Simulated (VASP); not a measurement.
# Sr (P2_1/m) in VASP: single point with LDA

Aim: the single point of Sr with LDA.

Everything below comes from runs of VASP 6.6.1. Logs are shortened: lines on timing, memory, paths and dates and some standing lists are left out, and cuts for length are marked.

### Step 1. The cell of the first run

The structure is monoclinic, space group P2_1/m (No. 11). The conventional cell has a = 4.007 Å, b = 6.715 Å, c = 4.079 Å, α = 90.00°, β = 119.42°, γ = 90.00°. Within 5.0 Å of Sr (site symmetry m) lie 14 Sr at 3.62 to 4.90 Å.

### Step 2. Single point, LDA (atoms displaced along a vibrational mode, the cell strained)

The input, INCAR:

```
SYSTEM = Sr
PREC = Accurate ; ENCUT = 520
EDIFF = 1E-7 ; ISMEAR = 0
SIGMA = 0.15 ; LREAL = .FALSE.
LASPH = .TRUE. ; NELM = 60
ALGO = Fast ; ISIF = 2
LWAVE = .FALSE. ; LCHARG = .TRUE.
LELF = .TRUE. ; LVHAR = .TRUE.
NBANDS = 17
```

The input, KPOINTS:

```
regular mesh
0
G
  12 12 8
  0 0 0
```

The input, POSCAR:

```
Sr
1.0
    4.0068673272      0.0000000000      0.0000000000
   -2.0034336636      3.5528298300      0.0000000000
    0.0000000000      0.0000000000      6.7154259278
Sr
2
Direct
    0.1627037756      0.6666666667      0.2500000000
    0.8372962244      0.3333333333      0.7500000000
```

Potentials or basis: VASP PAW LDA potentials, release 64 (Sr_sv).

Started as:

```bash
$ cat potpaw_LDA.64/Sr_sv/POTCAR > POTCAR
$ mpirun -np 1 vasp_std > vasp.out
```

OUTCAR:

```text
SYSTEM = Sr
   PREC = Accurate
   ENCUT = 520
   EDIFF = 1E-7
   ISMEAR = 0
   LREAL = .FALSE.
   LASPH = .TRUE.
   NELM = 60
   ISIF = 2

 ion  position               nearest neighbor table
   1  0.163  0.667  0.250-   2 3.62   2 3.62   2 4.33   2 4.33   2 4.88   2 4.88   2 4.90   2 4.90

   2  0.837  0.333  0.750-   1 3.62   1 3.62   1 4.33   1 4.33   1 4.88   1 4.88   1 4.90   1 4.90

  LATTYP: Found a base centered orthorhombic cell.
 ALAT       =     4.0068673272
 B/A-ratio  =     1.7733703364
 C/A-ratio  =     1.6759791077

  Lattice vectors:

 A1 = (   2.0034336636,  -3.5528298300,   0.0000000000)
 A2 = (   2.0034336636,   3.5528298300,   0.0000000000)
 A3 = (   0.0000000000,   0.0000000000,   6.7154259278)

Analysis of symmetry for initial positions (statically):
=====================================================================
 Subroutine PRICEL returns:
 Original cell was already a primitive cell.

 Routine SETGRP: Setting up the symmetry group for a
 base centered orthorhombic supercell.

 Subroutine GETGRP returns: Found  4 space group operations
 (whereof  2 operations were pure point group operations)
 out of a pool of  8 trial point group operations.

The static configuration has the point symmetry S_2 .
 The point group associated with its full space group is C_2h.

Analysis of symmetry for dynamics (positions and initial velocities):
=====================================================================
 Subroutine PRICEL returns:
 Original cell was already a primitive cell.

 Routine SETGRP: Setting up the symmetry group for a
 base centered orthorhombic supercell.

 Subroutine GETGRP returns: Found  4 space group operations
 (whereof  2 operations were pure point group operations)
 out of a pool of  8 trial point group operations.

The dynamic configuration has the point symmetry S_2 .
 The point group associated with its full space group is C_2h.

 Subroutine INISYM returns: Found  4 space group operations
 (whereof  2 operations are pure point group operations),
 and found     1 'primitive' translations

----------------------------------------------------------------------------------------

                                     Primitive cell

  volume of cell :      95.5989

  direct lattice vectors                    reciprocal lattice vectors
     4.006867327  0.000000000  0.000000000     0.249571528  0.140732887  0.000000000
    -2.003433664  3.552829830  0.000000000     0.000000000  0.281465775  0.000000000
     0.000000000  0.000000000  6.715425928     0.000000000  0.000000000  0.148910882

[... 85 lines left out ...]
   EDIFFG = 0.1E-05   stopping-criterion for IOM
   NSW    =      0    number of steps for IOM
   IBRION =     -1    ionic relax: 0-MD 1-quasi-New 2-CG
   NFREE  =      0    steps in history (QN), initial steepest desc. (CG)
   ISIF   =      2    stress and relaxation
   ISYM   =      2    0-nonsym 1-usesym 2-fastsym
   POTIM  = 0.5000    time-step for ionic-motion
   TEBEG  =    0.0;   TEEND  =   0.0 temperature during run
   PSTRESS=    0.0 pullay stress
   NELECT =      20.0000    total number of electrons
   NUPDOWN=      -1.0000    fix difference up-down
   EMIN   =  10.00;   EMAX   =-10.00  energy-range for DOS
   EFERMI =   0.00;   METHOD = LEGACY
   ISMEAR =     0;   SIGMA  =   0.15  broadening in eV -4-tet -1-fermi 0-gaus
   EFERMI_NEDOS =   21; number of points for ismear=-14 and -15
   IALGO  =     68    algorithm
   IMIX   =      4    mixing-type and parameters
     AMIX     =   0.40;   BMIX     =  1.00
     AMIX_MAG =   1.60;   BMIX_MAG =  1.00
  volume/ion in A,a.u.               =      47.80       322.57
  Fermi-wavevector in a.u.,A,eV,Ry     =   0.971853  1.836536 12.850675  0.944498
  Thomas-Fermi vector in A             =   2.102104
   LORBIT       =      0    0 simple, 1 ext, 2 COOP (PROOUT), +10 PAW based schemes
   GGA     = CA    functional components
   LHFCALC =     F    Hartree Fock is set to
   AEXX    =    0.0000 exact exchange contribution
   IVDW    =     0    specifies the selected vdW correction
   LEPSILON=     F    determine dielectric tensor
   LRPA    =     F    only Hartree local field effects (RPA)
 non-spin polarized calculation
 RMM-DIIS sequential band-by-band and
 Gauss-broadening in eV      SIGMA  =   0.15
  energy-cutoff  :      520.00
  volume of cell :       95.60
 maximum number of plane-waves:      2605
 NGX is ok and might be reduce to    30
   NGX = 15   NGY = 15   NGZ = 25

 number of electron      20.0000000 magnetization

 Free energy of the ion-electron system (eV)
  ---------------------------------------------------
  ext. energy  EPLUGINS =         0.00000000
  ---------------------------------------------------
  free energy    TOTEN  =        -3.58024600 eV

  energy without entropy =       -3.55222754  energy(sigma->0) =       -3.56623677

 E-fermi :   1.8653     XC(G=0):  -8.0047

 val. band max:        1.8647998529   @ k =   0.5000   0.4167  -0.3750
 cond. band min:       1.8655245377   @ k =   0.4167   0.2500   0.0000
 fundamental gap:      0.0007246849
 Fermi energy:         1.8652973363

 k-point     1 :       0.0000    0.0000    0.0000
  band No.  band energies     occupation
      1     -34.3713      2.00000
      2     -34.3257      2.00000
      3     -16.7430      2.00000
      4     -16.3644      2.00000
      5     -16.3205      2.00000
      6     -16.3143      2.00000
[... 457 lines left out ...]
      4     -16.5956      2.00000
      5     -16.5047      2.00000
      6     -16.4382      2.00000
[... 9 lines left out ...]
     16       5.0976      0.00000
     17       6.1734      0.00000

 [... further k-points ...]

------------------------ aborting loop because EDIFF is reached ----------------------------------------

  FORCE on cell =-STRESS in cart. coord.  units (eV):
  Direction    XX          YY          ZZ          XY          YZ          ZX
  --------------------------------------------------------------------------------------
  -------------------------------------------------------------------------------------
  Total       -0.4913754     -0.1303549      1.1241730      0.5192039      0.0000000      0.0000000
  in kB       -8.2351412     -2.1846665     18.8404293      8.7015301      0.0000000      0.0000000
  external PRESSURE =       2.8068738 kB  Pullay stress =       0.0000000 kB

 VOLUME and BASIS-vectors are now :
 -----------------------------------------------------------------------------
  energy-cutoff  :      520.00
  volume of cell :       95.60
      direct lattice vectors                 reciprocal lattice vectors
     4.006867327  0.000000000  0.000000000     0.249571528  0.140732887  0.000000000
    -2.003433664  3.552829830  0.000000000     0.000000000  0.281465775  0.000000000
     0.000000000  0.000000000  6.715425928     0.000000000  0.000000000  0.148910882

 POSITION                                       TOTAL-FORCE (eV/Angst)
 -----------------------------------------------------------------------------------
     -0.68369      2.36855      1.67886         0.187299      0.358285     -0.000000
      2.68712      1.18428      5.03657        -0.187299     -0.358285      0.000000
 -----------------------------------------------------------------------------------
    total drift:                                0.000000      0.000000     -0.000000

  FREE ENERGIE OF THE ION-ELECTRON SYSTEM (eV)
  ---------------------------------------------------
  free  energy   TOTEN  =        -3.5802460047 eV

  energy  without entropy=       -3.5522275413  energy(sigma->0) =       -3.56623677
```

Wall time 9.6 min (1 thread of Intel Xeon Platinum 8375C at 2.90GHz (Ice Lake), shared host); peak memory 0.56 GiB.

What came out:

```
Free energy            : -3.5802 eV
Pressure               : 0.3 GPa
Largest force          : 0.404 eV/Å
Band gap on the k mesh : zero (bands 10 and 11 overlap by 0.40 eV)
```

Forces on the atoms (eV/Å):
```
Sr   0.187  0.358  0.000
Sr  -0.187 -0.358  0.000
```

Caveat: the cell differs from its parent crystal (atoms displaced along a vibrational mode, the cell strained).
